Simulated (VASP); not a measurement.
# Te2Mo in VASP: further runs

Te2Mo is run at these levels: r2SCAN; tasks: single point.

Everything below comes from runs of VASP 6.6.1. Logs are shortened: lines on timing, memory, paths and dates and some standing lists are left out, and cuts for length are marked.

## 1. The cell of the first run

The cell holds a slab with vacuum, 3 atoms: a = 3.615 Å, b = 3.615 Å, c = 17.524 Å, α = 90.00°, β = 90.00°, γ = 120.00°.

## 2. Single point, r2SCAN (strain +0.0150 x Voigt [1, 1, 0, 0, 0, 0])

The input, POSCAR:

```
Te2Mo
1.0
    3.6146750190      0.0000000000      0.0000000000
   -1.8073375095      3.1304003929      0.0000000000
    0.0000000000      0.0000000000     17.5238001931
Te Mo
2 1
Direct
    0.3333333333      0.6666666667      0.8979077081
    0.3333333333      0.6666666667      0.1020922919
    0.0000000000      0.0000000000      0.0000000000
```

The input, INCAR.step1:

```
SYSTEM = Te2Mo
PREC     = Accurate       ! precision mode
ENCUT    = 520            ! plane-wave cutoff, eV
ISMEAR   = 0              ! smearing method
SIGMA    = 0.05           ! smearing width, eV
LREAL    = .FALSE.        ! projectors in reciprocal space
LASPH    = .TRUE.         ! aspherical terms in the spheres
NELM     = 60             ! most SCF steps
NBANDS   = 20             ! bands
GGA      = PE             ! functional
ALGO     = Normal         ! electronic algorithm
EDIFF    = 1E-4           ! SCF threshold, eV
LWAVE    = .TRUE.         ! write WAVECAR
LCHARG   = .FALSE.        ! write CHGCAR
```

The input, INCAR.step2:

```
SYSTEM = Te2Mo
PREC     = Accurate       ! precision mode
ENCUT    = 520            ! plane-wave cutoff, eV
EDIFF    = 1E-6           ! SCF threshold, eV
ISMEAR   = 0              ! smearing method
SIGMA    = 0.05           ! smearing width, eV
LREAL    = .FALSE.        ! projectors in reciprocal space
LASPH    = .TRUE.         ! aspherical terms in the spheres
NELM     = 60             ! most SCF steps
ALGO     = Normal         ! electronic algorithm
ISIF     = 2              ! what is computed and relaxed
LWAVE    = .FALSE.        ! write WAVECAR
LCHARG   = .FALSE.        ! write CHGCAR
METAGGA  = R2SCAN         ! meta-GGA
LMIXTAU  = .TRUE.       
NBANDS   = 20             ! bands
ISTART   = 1
```

The input, KPOINTS:

```
Automatic mesh
0
G
  12 12 2
  0 0 0
```

Potentials or basis: VASP PAW PBE potentials, release 64 (Te, Mo_sv).

Launch:

```bash
> cat potpaw_PBE.64/Te/POTCAR potpaw_PBE.64/Mo_sv/POTCAR > POTCAR
> cp INCAR.step1 INCAR
> mpirun -np 1 vasp_std > vasp.out
> cp INCAR.step2 INCAR
> mpirun -np 1 vasp_std > vasp.out
```

OUTCAR:

```text
SYSTEM = Te2Mo
   PREC = Accurate
   ENCUT = 520
   EDIFF = 1E-6
   ISMEAR = 0
   LREAL = .FALSE.
   LASPH = .TRUE.
   NELM = 60
   ISIF = 2
   METAGGA = R2SCAN
   ISTART = 1

 ion  position               nearest neighbor table
   1  0.333  0.667  0.898-   3 2.75   3 2.75   3 2.75   2 3.58
   2  0.333  0.667  0.102-   3 2.75   3 2.75   3 2.75   1 3.58
   3  0.000  0.000  0.000-   1 2.75   2 2.75   1 2.75   2 2.75   1 2.75   2 2.75

  LATTYP: Found a hexagonal cell.
 ALAT       =     3.6146750190
 C/A-ratio  =     4.8479600797

  Lattice vectors:

 A1 = (   3.6146750190,   0.0000000000,   0.0000000000)
 A2 = (  -1.8073375095,   3.1304003929,   0.0000000000)
 A3 = (   0.0000000000,   0.0000000000,  17.5238001931)

Analysis of symmetry for initial positions (statically):
=====================================================================
 Subroutine PRICEL returns:
 Original cell was already a primitive cell.

 Routine SETGRP: Setting up the symmetry group for a
 hexagonal supercell.

 Subroutine GETGRP returns: Found 12 space group operations
 (whereof 12 operations were pure point group operations)
 out of a pool of 24 trial point group operations.

The static configuration has the point symmetry D_3h.

Analysis of symmetry for dynamics (positions and initial velocities):
=====================================================================
 Subroutine PRICEL returns:
 Original cell was already a primitive cell.

 Routine SETGRP: Setting up the symmetry group for a
 hexagonal supercell.

 Subroutine GETGRP returns: Found 12 space group operations
 (whereof 12 operations were pure point group operations)
 out of a pool of 24 trial point group operations.

The dynamic configuration has the point symmetry D_3h.

 Subroutine INISYM returns: Found 12 space group operations
 (whereof 12 operations are pure point group operations),
 and found     1 'primitive' translations

----------------------------------------------------------------------------------------

                                     Primitive cell

  volume of cell :     198.2885

  direct lattice vectors                    reciprocal lattice vectors
     3.614675019  0.000000000  0.000000000     0.276650043  0.159723977  0.000000000
    -1.807337509  3.130400393  0.000000000     0.000000000  0.319447954  0.000000000
     0.000000000  0.000000000 17.523800193     0.000000000  0.000000000  0.057065248

  length of vectors
     3.614675019  3.614675019 17.523800193     0.319447954  0.319447954  0.057065248

  position of ions in fractional coordinates (direct lattice)
     0.333333333  0.666666667  0.897907708
     0.333333333  0.666666667  0.102092292
     0.000000000  0.000000000  0.000000000

  ion indices of the primitive-cell ions
   primitive index   ion index
                 1           1
                 2           2
                 3           3

----------------------------------------------------------------------------------------

 KPOINTS: Automatic mesh

Automatic generation of k-mesh.
 Grid dimensions read from file:
 generate k-points for:   12   12    2

 Generating k-lattice:

  Cartesian coordinates                     Fractional coordinates (reciprocal lattice)
     0.023054170  0.013310331  0.000000000     0.083333333  0.000000000  0.000000000
     0.000000000  0.026620663  0.000000000     0.000000000  0.083333333  0.000000000
     0.000000000  0.000000000  0.028532624     0.000000000  0.000000000  0.500000000

  Length of vectors
     0.026620663  0.026620663  0.028532624

  Shift w.r.t. Gamma in fractional coordinates (k-lattice)
     0.000000000  0.000000000  0.000000000

 Subroutine IBZKPT returns following result:
 ===========================================

 Found     38 irreducible k-points:

 Following reciprocal coordinates:
            Coordinates               Weight
  0.000000  0.000000  0.000000      1.000000
  0.083333  0.000000  0.000000      6.000000
  0.166667  0.000000  0.000000      6.000000
  0.250000 -0.000000  0.000000      6.000000
  0.333333  0.000000  0.000000      6.000000
  0.416667  0.000000  0.000000      6.000000
[... 16 lines left out ...]
  0.250000 -0.000000  0.500000      6.000000
  0.333333  0.000000  0.500000      6.000000
 [... further k-points ...]
   k-points           NKPTS =     38   k-points in BZ     NKDIM =     38   number of bands    NBANDS=     20
   number of dos      NEDOS =    301   number of ions     NIONS =      3
   total plane-waves  NPLWV = 109760
   dimension x,y,z NGX =    28 NGY =   28 NGZ =  140
   dimension x,y,z NGXF=    56 NGYF=   56 NGZF=  280
   ions per type =               2   1
   NGX,Y,Z   is equivalent  to a cutoff of  12.88, 12.88, 13.28 a.u.
   NGXF,Y,Z  is equivalent  to a cutoff of  25.76, 25.76, 26.56 a.u.
 SYSTEM =  Te2Mo
   PREC   = accura    normal or accurate (medium, high low for compatibility)
   ISTART =      1    job   : 0-new  1-cont  2-samecut
   ICHARG =      0    charge: 1-file 2-atom 10-const
   ISPIN  =      1    spin polarized calculation?
   LNONCOLLINEAR =      F non collinear calculations
   LSORBIT =      F    spin-orbit coupling
   LASPH  =      T    aspherical Exc in radial PAW
   ENCUT  =  520.0 eV  38.22 Ry    6.18 a.u.   6.72  6.72 32.58*2*pi/ulx,y,z
   NELM   =     60;   NELMIN=  2; NELMDL=  0     # of ELM steps
   EDIFF  = 0.1E-05   stopping-criterion for ELM
   LREAL  =      F    real-space projection
   EDIFFG = 0.1E-04   stopping-criterion for IOM
   NSW    =      0    number of steps for IOM
   IBRION =     -1    ionic relax: 0-MD 1-quasi-New 2-CG
   NFREE  =      0    steps in history (QN), initial steepest desc. (CG)
   ISIF   =      2    stress and relaxation
   ISYM   =      2    0-nonsym 1-usesym 2-fastsym
   POTIM  = 0.5000    time-step for ionic-motion
   TEBEG  =    0.0;   TEEND  =   0.0 temperature during run
   PSTRESS=    0.0 pullay stress
   NELECT =      26.0000    total number of electrons
   NUPDOWN=      -1.0000    fix difference up-down
   EMIN   =  10.00;   EMAX   =-10.00  energy-range for DOS
   EFERMI =   0.00;   METHOD = LEGACY
   ISMEAR =     0;   SIGMA  =   0.05  broadening in eV -4-tet -1-fermi 0-gaus
   EFERMI_NEDOS =   21; number of points for ismear=-14 and -15
   IALGO  =     38    algorithm
   IMIX   =      4    mixing-type and parameters
     AMIX     =   0.40;   BMIX     =  1.00
     AMIX_MAG =   1.60;   BMIX_MAG =  1.00
  volume/ion in A,a.u.               =      66.10       446.04
  Fermi-wavevector in a.u.,A,eV,Ry     =   0.831700  1.571685  9.411493  0.691725
  Thomas-Fermi vector in A             =   1.944631
   LORBIT       =      0    0 simple, 1 ext, 2 COOP (PROOUT), +10 PAW based schemes
   METAGGA = R2SCAN    functional components
   LHFCALC =     F    Hartree Fock is set to
   AEXX    =    0.0000 exact exchange contribution
   IVDW    =     0    specifies the selected vdW correction
   LEPSILON=     F    determine dielectric tensor
   LRPA    =     F    only Hartree local field effects (RPA)
 non-spin polarized calculation
 Gauss-broadening in eV      SIGMA  =   0.05
  energy-cutoff  :      520.00
  volume of cell :      198.29
 maximum number of plane-waves:      5394
 NGX is ok and might be reduce to    28
   NGX = 13   NGY = 13   NGZ = 65

 number of electron      26.0000003 magnetization

 Free energy of the ion-electron system (eV)
  ---------------------------------------------------
  ext. energy  EPLUGINS =         0.00000000
  ---------------------------------------------------
  free energy    TOTEN  =       -77.75148002 eV

  energy without entropy =      -77.75148002  energy(sigma->0) =      -77.75148002

 E-fermi :   0.1326     XC(G=0):  -4.7183

 val. band max:       -0.1914707917   @ k =   0.3333   0.3333   0.0000
 cond. band min:       0.8318969725   @ k =   0.3333   0.3333   0.0000
 fundamental gap:      1.0233677643
 Fermi energy:         0.1326117208

 k-point     1 :       0.0000    0.0000    0.0000
  band No.  band energies     occupation
      1     -62.8757      2.00000
      2     -36.2620      2.00000
      3     -36.2103      2.00000
      4     -36.2103      2.00000
      5     -13.1026      2.00000
      6     -12.0583      2.00000
[... 12 lines left out ...]
     19       5.1399      0.00000
     20       5.7226      0.00000

 k-point     2 :       0.0833    0.0000    0.0000
  band No.  band energies     occupation
      1     -62.8752      2.00000
      2     -36.2604      2.00000
      3     -36.2174      2.00000
      4     -36.2120      2.00000
      5     -13.0102      2.00000
      6     -11.9959      2.00000
[... 12 lines left out ...]
     19       5.2506      0.00000
     20       5.9181      0.00000

 k-point     3 :       0.1667    0.0000    0.0000
  band No.  band energies     occupation
      1     -62.8738      2.00000
      2     -36.2561      2.00000
      3     -36.2367      2.00000
      4     -36.2165      2.00000
      5     -12.7426      2.00000
      6     -11.8156      2.00000
[... 12 lines left out ...]
     19       5.5697      0.00000
     20       6.2357      0.00000

 k-point     4 :       0.2500   -0.0000    0.0000
  band No.  band energies     occupation
      1     -62.8719      2.00000
      2     -36.2630      2.00000
      3     -36.2502      2.00000
      4     -36.2226      2.00000
      5     -12.3324      2.00000
      6     -11.5416      2.00000
[... 12 lines left out ...]
     19       6.0591      0.00000
     20       6.5845      0.00000

 k-point     5 :       0.3333    0.0000    0.0000
  band No.  band energies     occupation
      1     -62.8700      2.00000
      2     -36.2891      2.00000
      3     -36.2442      2.00000
      4     -36.2288      2.00000
      5     -11.8478      2.00000
      6     -11.2246      2.00000
[... 12 lines left out ...]
     19       6.1215      0.00000
     20       6.4560      0.00000

 k-point     6 :       0.4167    0.0000    0.0000
  band No.  band energies     occupation
      1     -62.8687      2.00000
      2     -36.3082      2.00000
      3     -36.2399      2.00000
      4     -36.2333      2.00000
      5     -11.4184      2.00000
      6     -10.9537      2.00000
[... 12 lines left out ...]
     19       6.2594      0.00000
     20       6.6098      0.00000

 k-point     7 :       0.5000   -0.0000    0.0000
  band No.  band energies     occupation
      1     -62.8682      2.00000
      2     -36.3151      2.00000
      3     -36.2383      2.00000
      4     -36.2349      2.00000
      5     -11.2371      2.00000
      6     -10.8434      2.00000
[... 12 lines left out ...]
     19       6.1965      0.00000
     20       6.8556      0.00000
[... 277 lines left out ...]
 k-point    20 :       0.0000    0.0000    0.5000
  band No.  band energies     occupation
      1     -62.8757      2.00000
      2     -36.2620      2.00000
      3     -36.2103      2.00000
      4     -36.2103      2.00000
      5     -13.1026      2.00000
      6     -12.0583      2.00000
[... 12 lines left out ...]
     19       4.7827      0.00000
     20       6.2397      0.00000

 k-point    21 :       0.0833    0.0000    0.5000
  band No.  band energies     occupation
      1     -62.8752      2.00000
      2     -36.2604      2.00000
      3     -36.2174      2.00000
      4     -36.2120      2.00000
      5     -13.0102      2.00000
      6     -11.9959      2.00000
[... 12 lines left out ...]
     19       4.9119      0.00000
     20       6.3749      0.00000

 k-point    22 :       0.1667    0.0000    0.5000
  band No.  band energies     occupation
      1     -62.8738      2.00000
      2     -36.2561      2.00000
      3     -36.2367      2.00000
      4     -36.2165      2.00000
      5     -12.7426      2.00000
      6     -11.8156      2.00000
[... 12 lines left out ...]
     19       5.2238      0.00000
     20       6.6781      0.00000

 k-point    23 :       0.2500   -0.0000    0.5000
  band No.  band energies     occupation
      1     -62.8719      2.00000
      2     -36.2630      2.00000
      3     -36.2502      2.00000
      4     -36.2226      2.00000
      5     -12.3324      2.00000
      6     -11.5416      2.00000
[... 12 lines left out ...]
     19       5.7306      0.00000
     20       6.9333      0.00000

 k-point    24 :       0.3333    0.0000    0.5000
  band No.  band energies     occupation
      1     -62.8700      2.00000
      2     -36.2892      2.00000
      3     -36.2442      2.00000
      4     -36.2288      2.00000
      5     -11.8478      2.00000
      6     -11.2246      2.00000
[... 12 lines left out ...]
     19       6.2011      0.00000
     20       6.3254      0.00000

 [... further k-points ...]
[... 5 lines left out ...]
  --------------------------------------------------------------------------------------
  -------------------------------------------------------------------------------------
  Total       -1.3623121     -1.3623121     -0.8424662     -0.0000000      0.0000000      0.0000000
  in kB      -11.0075268    -11.0075268     -6.8071546     -0.0000000      0.0000000      0.0000000
  external PRESSURE =      -9.6074027 kB  Pullay stress =       0.0000000 kB

 VOLUME and BASIS-vectors are now :
 -----------------------------------------------------------------------------
  energy-cutoff  :      520.00
  volume of cell :      198.29
      direct lattice vectors                 reciprocal lattice vectors
     3.614675019  0.000000000  0.000000000     0.276650043  0.159723977  0.000000000
    -1.807337509  3.130400393  0.000000000     0.000000000  0.319447954  0.000000000
     0.000000000  0.000000000 17.523800193     0.000000000  0.000000000  0.057065248

 POSITION                                       TOTAL-FORCE (eV/Angst)
 -----------------------------------------------------------------------------------
     -0.00000      2.08693     15.73476        -0.000000      0.000000      0.231075
     -0.00000      2.08693      1.78904         0.000000      0.000000     -0.231075
      0.00000      0.00000      0.00000         0.000000      0.000000      0.000000
 -----------------------------------------------------------------------------------
    total drift:                               -0.000001      0.000000     -0.000000

  FREE ENERGIE OF THE ION-ELECTRON SYSTEM (eV)
  ---------------------------------------------------
  free  energy   TOTEN  =       -77.7514800190 eV

  energy  without entropy=      -77.7514800190  energy(sigma->0) =      -77.75148002
```

Run time: 7.6 min. Hardware: 1 thread of Intel Xeon Platinum 8488C (Sapphire Rapids), shared host; peak memory 0.45 GiB.

Results:

| Quantity | Value |
| --- | --- |
| Free energy | -77.7515 eV |
| Largest force | 0.231 eV/Å |
| Band gap on the k mesh | 1.02 eV, direct |

Forces in eV/Å, atoms in the order of the input:
```
Te   0.000  0.000  0.231
Te   0.000  0.000 -0.231
Mo   0.000  0.000  0.000
```

Levels at points of the mesh, in eV from the valence-band top:
| k point | band 10 | band 11 | band 12 | band 13 | band 14 | band 15 | band 16 | band 17 |
| --- | --- | --- | --- | --- | --- | --- | --- | --- |
| (0.00, 0.00, 0.00) | -1.61 | -1.04 | -1.04 | -0.29 | 3.00 | 3.00 | 3.30 | 3.30 |
| (0.50, 0.00, 0.00) | -2.45 | -1.61 | -0.69 | -0.56 | 1.37 | 1.75 | 3.46 | 3.73 |
| (0.00, 0.00, 0.50) | -1.61 | -1.04 | -1.04 | -0.29 | 3.00 | 3.00 | 3.30 | 3.30 |
| (0.50, 0.00, 0.50) | -2.45 | -1.61 | -0.69 | -0.56 | 1.37 | 1.75 | 3.46 | 3.73 |

Caveat: the cell differs from its parent crystal (strain +0.0150 x Voigt [1, 1, 0, 0, 0, 0]); the PAW data sets were made with another functional, which shifts forces and pressure a little; spin-orbit coupling is left out, which moves the levels of the heavy elements.

[end of part 1 of 2]
